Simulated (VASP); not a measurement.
# ZrO2 (Fm-3m) in VASP: single point with PBE

Aim: the single point of ZrO2 with PBE.

All numbers are computed with VASP 6.6.1; they aren't measurements. Logs are shortened: lines on timing, memory, paths and dates and some standing lists are left out, and cuts for length are marked.

### 1 The cell of the first run

Symmetry: Fm-3m, No. 225, cubic system. The conventional cell has a = 5.116 Å, b = 5.116 Å, c = 5.116 Å, α = 90.00°, β = 90.00°, γ = 90.00°. Zr (site symmetry m-3m) has 8 O at 2.22 Å within 2.9 Å. O (site symmetry -43m) has 4 Zr at 2.22 Å and 6 O at 2.56 Å within 2.9 Å.

### 2 Single point, PBE

INCAR reads:

```
SYSTEM = ZrO2
PREC = Accurate ; ENCUT = 600
EDIFF = 1E-6 ; ISMEAR = 0
SIGMA = 0.02 ; LREAL = .FALSE.
LASPH = .TRUE. ; NELM = 120
ALGO = Normal ; ISIF = 2
LWAVE = .FALSE. ; LCHARG = .FALSE.
GGA = PE ; NBANDS = 19
GGA_COMPAT = .FALSE.
```

KPOINTS reads:

```
Automatic mesh
0
G
  8 8 8
  0 0 0
```

POSCAR reads:

```
ZrO2
1.0
    0.0000000000      2.5579477472      2.5579477472
    2.5579477472      0.0000000000      2.5579477472
    2.5579477472      2.5579477472      0.0000000000
Zr O
1 2
Direct
    0.0000000000      0.0000000000      0.0000000000
    0.2500000000      0.2500000000      0.2500000000
    0.7500000000      0.7500000000      0.7500000000
```

Potentials or basis: VASP PAW PBE potentials, release 64 (Zr_sv, O).

On the command line:

```console
$ cat potpaw_PBE.64/Zr_sv/POTCAR potpaw_PBE.64/O/POTCAR > POTCAR
$ mpirun -np 1 vasp_std > vasp.out
```

OUTCAR:

```text
SYSTEM = ZrO2
   PREC = Accurate
   ENCUT = 600
   EDIFF = 1E-6
   ISMEAR = 0
   LREAL = .FALSE.
   LASPH = .TRUE.
   NELM = 120
   ISIF = 2
   GGA = PE

 ion  position               nearest neighbor table
   1  0.000  0.000  0.000-   3 2.22   3 2.22   3 2.22   2 2.22   3 2.22   2 2.22   2 2.22   2 2.22

   2  0.250  0.250  0.250-   1 2.22   1 2.22   1 2.22   1 2.22
   3  0.750  0.750  0.750-   1 2.22   1 2.22   1 2.22   1 2.22

  LATTYP: Found a face centered cubic cell.
 ALAT       =     5.1158954944

  Lattice vectors:

 A1 = (   0.0000000000,   2.5579477472,   2.5579477472)
 A2 = (   2.5579477472,   0.0000000000,   2.5579477472)
 A3 = (   2.5579477472,   2.5579477472,   0.0000000000)

Analysis of symmetry for initial positions (statically):
=====================================================================
 Subroutine PRICEL returns:
 Original cell was already a primitive cell.

 Routine SETGRP: Setting up the symmetry group for a
 face centered cubic supercell.

 Subroutine GETGRP returns: Found 48 space group operations
 (whereof 48 operations were pure point group operations)
 out of a pool of 48 trial point group operations.

The static configuration has the point symmetry O_h .

Analysis of symmetry for dynamics (positions and initial velocities):
=====================================================================
 Subroutine PRICEL returns:
 Original cell was already a primitive cell.

 Routine SETGRP: Setting up the symmetry group for a
 face centered cubic supercell.

 Subroutine GETGRP returns: Found 48 space group operations
 (whereof 48 operations were pure point group operations)
 out of a pool of 48 trial point group operations.

The dynamic configuration has the point symmetry O_h .

 Subroutine INISYM returns: Found 48 space group operations
 (whereof 48 operations are pure point group operations),
 and found     1 'primitive' translations

----------------------------------------------------------------------------------------

                                     Primitive cell

  volume of cell :      33.4738

  direct lattice vectors                    reciprocal lattice vectors
     0.000000000  2.557947747  2.557947747    -0.195469200  0.195469200  0.195469200
     2.557947747  0.000000000  2.557947747     0.195469200 -0.195469200  0.195469200
     2.557947747  2.557947747  0.000000000     0.195469200  0.195469200 -0.195469200

  length of vectors
     3.617484396  3.617484396  3.617484396     0.338562586  0.338562586  0.338562586

  position of ions in fractional coordinates (direct lattice)
     0.000000000  0.000000000  0.000000000
     0.250000000  0.250000000  0.250000000
     0.750000000  0.750000000  0.750000000

  ion indices of the primitive-cell ions
   primitive index   ion index
                 1           1
                 2           2
                 3           3

----------------------------------------------------------------------------------------

 KPOINTS: Automatic mesh

Automatic generation of k-mesh.
 Grid dimensions read from file:
 generate k-points for:    8    8    8

 Generating k-lattice:

  Cartesian coordinates                     Fractional coordinates (reciprocal lattice)
    -0.024433650  0.024433650  0.024433650     0.125000000  0.000000000  0.000000000
     0.024433650 -0.024433650  0.024433650     0.000000000  0.125000000  0.000000000
     0.024433650  0.024433650 -0.024433650     0.000000000  0.000000000  0.125000000

  Length of vectors
     0.042320323  0.042320323  0.042320323

  Shift w.r.t. Gamma in fractional coordinates (k-lattice)
     0.000000000  0.000000000  0.000000000

 Subroutine IBZKPT returns following result:
 ===========================================

 Found     29 irreducible k-points:

 Following reciprocal coordinates:
            Coordinates               Weight
  0.000000  0.000000  0.000000      1.000000
  0.125000  0.000000  0.000000      8.000000
  0.250000  0.000000  0.000000      8.000000
  0.375000  0.000000  0.000000      8.000000
  0.500000  0.000000  0.000000      4.000000
  0.125000  0.125000  0.000000      6.000000
[... 16 lines left out ...]
  0.500000  0.250000  0.125000     48.000000
 -0.375000  0.250000  0.125000     24.000000
 [... further k-points ...]
   k-points           NKPTS =     29   k-points in BZ     NKDIM =     29   number of bands    NBANDS=     19
   number of dos      NEDOS =    301   number of ions     NIONS =      3
   total plane-waves  NPLWV =  27000
   dimension x,y,z NGX =    30 NGY =   30 NGZ =   30
   dimension x,y,z NGXF=    60 NGYF=   60 NGZF=   60
   ions per type =               1   2
   NGX,Y,Z   is equivalent  to a cutoff of  13.79, 13.79, 13.79 a.u.
   NGXF,Y,Z  is equivalent  to a cutoff of  27.57, 27.57, 27.57 a.u.
 SYSTEM =  ZrO2
   PREC   = accura    normal or accurate (medium, high low for compatibility)
   ISTART =      0    job   : 0-new  1-cont  2-samecut
   ICHARG =      2    charge: 1-file 2-atom 10-const
   ISPIN  =      1    spin polarized calculation?
   LNONCOLLINEAR =      F non collinear calculations
   LSORBIT =      F    spin-orbit coupling
   LASPH  =      T    aspherical Exc in radial PAW
   ENCUT  =  600.0 eV  44.10 Ry    6.64 a.u.   7.23  7.23  7.23*2*pi/ulx,y,z
   NELM   =    120;   NELMIN=  2; NELMDL= -5     # of ELM steps
   EDIFF  = 0.1E-05   stopping-criterion for ELM
   LREAL  =      F    real-space projection
   EDIFFG = 0.1E-04   stopping-criterion for IOM
   NSW    =      0    number of steps for IOM
   IBRION =     -1    ionic relax: 0-MD 1-quasi-New 2-CG
   NFREE  =      0    steps in history (QN), initial steepest desc. (CG)
   ISIF   =      2    stress and relaxation
   ISYM   =      2    0-nonsym 1-usesym 2-fastsym
   POTIM  = 0.5000    time-step for ionic-motion
   TEBEG  =    0.0;   TEEND  =   0.0 temperature during run
   PSTRESS=    0.0 pullay stress
   NELECT =      24.0000    total number of electrons
   NUPDOWN=      -1.0000    fix difference up-down
   EMIN   =  10.00;   EMAX   =-10.00  energy-range for DOS
   EFERMI =   0.00;   METHOD = LEGACY
   ISMEAR =     0;   SIGMA  =   0.02  broadening in eV -4-tet -1-fermi 0-gaus
   EFERMI_NEDOS =   21; number of points for ismear=-14 and -15
   IALGO  =     38    algorithm
   IMIX   =      4    mixing-type and parameters
     AMIX     =   0.40;   BMIX     =  1.00
     AMIX_MAG =   1.60;   BMIX_MAG =  1.00
  volume/ion in A,a.u.               =      11.16        75.30
  Fermi-wavevector in a.u.,A,eV,Ry     =   1.465245  2.768912 29.210931  2.146943
  Thomas-Fermi vector in A             =   2.581125
   LORBIT       =      0    0 simple, 1 ext, 2 COOP (PROOUT), +10 PAW based schemes
   GGA     = PE    functional components
   LHFCALC =     F    Hartree Fock is set to
   AEXX    =    0.0000 exact exchange contribution
   IVDW    =     0    specifies the selected vdW correction
   LEPSILON=     F    determine dielectric tensor
   LRPA    =     F    only Hartree local field effects (RPA)
 non-spin polarized calculation
 Gauss-broadening in eV      SIGMA  =   0.02
  energy-cutoff  :      600.00
  volume of cell :       33.47
 maximum number of plane-waves:      1139
 NGX is ok and might be reduce to    30
   NGX = 15   NGY = 15   NGZ = 15

 number of electron      23.9999994 magnetization

 Free energy of the ion-electron system (eV)
  ---------------------------------------------------
  ext. energy  EPLUGINS =         0.00000000
  ---------------------------------------------------
  free energy    TOTEN  =       -28.57332264 eV

  energy without entropy =      -28.57332264  energy(sigma->0) =      -28.57332264

 E-fermi :   7.1429     XC(G=0): -11.7008

 val. band max:        7.0503469167   @ k =   0.5000   0.5000   0.0000
 cond. band min:      10.3621507095   @ k =   0.0000   0.0000   0.0000
 fundamental gap:      3.3118037928
 Fermi energy:         7.1429478252

 k-point     1 :       0.0000    0.0000    0.0000
  band No.  band energies     occupation
      1     -41.1096      2.00000
      2     -18.9279      2.00000
      3     -18.9279      2.00000
      4     -18.9279      2.00000
      5     -11.0727      2.00000
      6      -8.5717      2.00000
[... 11 lines left out ...]
     18      16.2341      0.00000
     19      21.3135      0.00000

 k-point     2 :       0.1250    0.0000    0.0000
  band No.  band energies     occupation
      1     -41.1033      2.00000
      2     -19.0310      2.00000
      3     -18.9375      2.00000
      4     -18.9375      2.00000
      5     -10.8654      2.00000
      6      -8.7221      2.00000
[... 11 lines left out ...]
     18      16.0144      0.00000
     19      20.9624      0.00000

 k-point     3 :       0.2500    0.0000    0.0000
  band No.  band energies     occupation
      1     -41.0881      2.00000
      2     -19.2645      2.00000
      3     -18.9608      2.00000
      4     -18.9608      2.00000
      5     -10.4146      2.00000
      6      -8.9969      2.00000
[... 11 lines left out ...]
     18      15.9961      0.00000
     19      20.2560      0.00000

 k-point     4 :       0.3750    0.0000    0.0000
  band No.  band energies     occupation
      1     -41.0729      2.00000
      2     -19.4799      2.00000
      3     -18.9838      2.00000
      4     -18.9838      2.00000
      5     -10.1439      2.00000
      6      -9.0404      2.00000
[... 11 lines left out ...]
     18      16.3583      0.00000
     19      20.3029      0.00000

 k-point     5 :       0.5000    0.0000    0.0000
  band No.  band energies     occupation
      1     -41.0666      2.00000
      2     -19.5646      2.00000
      3     -18.9932      2.00000
      4     -18.9932      2.00000
      5     -10.1247      2.00000
      6      -8.9504      2.00000
[... 11 lines left out ...]
     18      16.0421      0.00000
     19      20.8244      0.00000

 k-point     6 :       0.1250    0.1250    0.0000
  band No.  band energies     occupation
      1     -41.1012      2.00000
      2     -19.0426      2.00000
      3     -18.9520      2.00000
      4     -18.9520      2.00000
      5     -10.7909      2.00000
      6      -8.7759      2.00000
[... 11 lines left out ...]
     18      15.9366      0.00000
     19      21.0503      0.00000

 k-point     7 :       0.2500    0.1250    0.0000
  band No.  band energies     occupation
      1     -41.0890      2.00000
      2     -19.2153      2.00000
      3     -18.9792      2.00000
      4     -18.9785      2.00000
      5     -10.3981      2.00000
      6      -9.0253      2.00000
[... 11 lines left out ...]
     18      15.9038      0.00000
     19      20.7758      0.00000

 k-point     8 :       0.3750    0.1250    0.0000
  band No.  band energies     occupation
      1     -41.0738      2.00000
      2     -19.4154      2.00000
      3     -19.0227      2.00000
      4     -19.0016      2.00000
      5     -10.0339      2.00000
      6      -9.1617      2.00000
[... 256 lines left out ...]
 k-point    20 :      -0.3750    0.3750    0.0000
  band No.  band energies     occupation
      1     -41.0535      2.00000
      2     -19.4778      2.00000
      3     -19.2571      2.00000
      4     -19.0591      2.00000
      5      -9.5947      2.00000
      6      -9.1994      2.00000
[... 11 lines left out ...]
     18      19.1129      0.00000
     19      21.6628      0.00000

 k-point    21 :       0.5000    0.5000    0.0000
  band No.  band energies     occupation
      1     -41.0523      2.00000
      2     -19.6156      2.00000
      3     -19.0906      2.00000
      4     -19.0906      2.00000
      5      -9.7452      2.00000
      6      -9.0423      2.00000
[... 11 lines left out ...]
     18      20.3280      0.00000
     19      20.5812      0.00000

 k-point    22 :       0.3750    0.2500    0.1250
  band No.  band energies     occupation
      1     -41.0768      2.00000
      2     -19.3375      2.00000
      3     -19.0635      2.00000
      4     -18.9911      2.00000
      5     -10.0042      2.00000
      6      -9.2394      2.00000
[... 11 lines left out ...]
     18      16.6779      0.00000
     19      21.0145      0.00000

 k-point    23 :       0.5000    0.2500    0.1250
  band No.  band energies     occupation
      1     -41.0645      2.00000
      2     -19.4395      2.00000
      3     -19.1484      2.00000
      4     -19.0175      2.00000
      5      -9.7463      2.00000
      6      -9.2774      2.00000
[... 11 lines left out ...]
     18      17.5116      0.00000
     19      21.1577      0.00000

 k-point    24 :      -0.3750    0.2500    0.1250
  band No.  band energies     occupation
      1     -41.0594      2.00000
      2     -19.4778      2.00000
      3     -19.1839      2.00000
      4     -19.0303      2.00000
      5      -9.7519      2.00000
      6      -9.1687      2.00000
[... 11 lines left out ...]
     18      17.6356      0.00000
     19      21.3968      0.00000

 [... further k-points ...]

------------------------ aborting loop because EDIFF is reached ----------------------------------------

  FORCE on cell =-STRESS in cart. coord.  units (eV):
  Direction    XX          YY          ZZ          XY          YZ          ZX
  --------------------------------------------------------------------------------------
  -------------------------------------------------------------------------------------
  Total        0.0137701      0.0137701      0.0137701      0.0000000      0.0000000      0.0000000
  in kB        0.6590879      0.6590879      0.6590879      0.0000000      0.0000000      0.0000000
  external PRESSURE =       0.6590879 kB  Pullay stress =       0.0000000 kB

 VOLUME and BASIS-vectors are now :
 -----------------------------------------------------------------------------
  energy-cutoff  :      600.00
  volume of cell :       33.47
      direct lattice vectors                 reciprocal lattice vectors
     0.000000000  2.557947747  2.557947747    -0.195469200  0.195469200  0.195469200
     2.557947747  0.000000000  2.557947747     0.195469200 -0.195469200  0.195469200
     2.557947747  2.557947747  0.000000000     0.195469200  0.195469200 -0.195469200

 POSITION                                       TOTAL-FORCE (eV/Angst)
 -----------------------------------------------------------------------------------
      0.00000      0.00000      0.00000        -0.000000     -0.000000     -0.000000
      1.27897      1.27897      1.27897        -0.000000     -0.000000      0.000000
      3.83692      3.83692      3.83692         0.000000      0.000000     -0.000000
 -----------------------------------------------------------------------------------
    total drift:                                0.000000     -0.000000      0.000000

  FREE ENERGIE OF THE ION-ELECTRON SYSTEM (eV)
  ---------------------------------------------------
  free  energy   TOTEN  =       -28.5733226427 eV

  energy  without entropy=      -28.5733226427  energy(sigma->0) =      -28.57332264
```

Wall time 52 s (1 thread of Intel Xeon 8259CL, shared host); peak memory 0.18 GiB.

Results:

```
Free energy            : -28.5733 eV
Pressure               : 0.1 GPa
Band gap on the k mesh : 3.31 eV (least direct gap 3.74 eV)
```

A k mesh can miss the band edges.
